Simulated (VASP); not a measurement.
Wanted: the native input for a VASP 6.6.1 run.

- Task: single point
- Functional: PBE
- Potentials or basis: VASP PAW PBE potentials, release 64 (Sn_d, Pb_d, S)
- Cutoff: 500 eV
- k mesh: 6 × 6 × 10
- Occupations: gaussian, width 0.1 eV
- Spin: no spin polarisation
- Dipole correction: no
- Further INCAR settings: ALGO = Normal; EDIFF = 1e-06; NBANDS = 50

The structure of SnPb3S4 lies in POSCAR:

```
SnPb3S4
1.0
    4.2222416596     -5.9714614823      0.0000000000
    4.2222416596      5.9714614823      0.0000000000
    0.0000000000      0.0000000000      4.2227604187
Sn Pb S
1 3 4
Direct
    0.5000000000      0.5000000000      0.5000000000
    0.0000000000      0.5000000000      0.0000000000
    0.5000000000      0.0000000000      0.0000000000
    0.0000000000      0.0000000000      0.5000000000
    0.2553445210      0.2553445210      0.0000000000
    0.7446554790      0.7446554790      0.0000000000
    0.2527165305      0.7472834695      0.5000000000
    0.7472834695      0.2527165305      0.5000000000
```

One way to write it, as run:

INCAR

```
SYSTEM = SnPb3S4
  PREC = Accurate
  ENCUT = 500
  EDIFF = 1E-6
  ISMEAR = 0
  SIGMA = 0.1
  LREAL = .False.
  LASPH = .True.
  NELM = 120
  ALGO = Normal
  ISIF = 2
  LWAVE = .False.
  LCHARG = .False.
  GGA = PE
  NBANDS = 50
  GGA_COMPAT = .False.
```

KPOINTS

```
regular mesh
0
Gamma
  6 6 10
  0 0 0
```

Potentials or basis: VASP PAW PBE potentials, release 64 (Sn_d, Pb_d, S).

The run is started by

```console
$ cat potpaw_PBE.64/Sn_d/POTCAR potpaw_PBE.64/Pb_d/POTCAR potpaw_PBE.64/S/POTCAR > POTCAR
$ mpirun -np 1 vasp_std > vasp.out
```

It gave:

```
Pressure               : -0.1 GPa
Band gap on the k mesh : 0.04 eV
```

Caveat: spin-orbit coupling is left out, which moves the levels of the heavy elements.

Wall time 7.6 min on 1 thread of Intel(R) Xeon(R) Platinum 8488C (Sapphire Rapids), with other jobs on the host, peak memory 0.74 GiB.
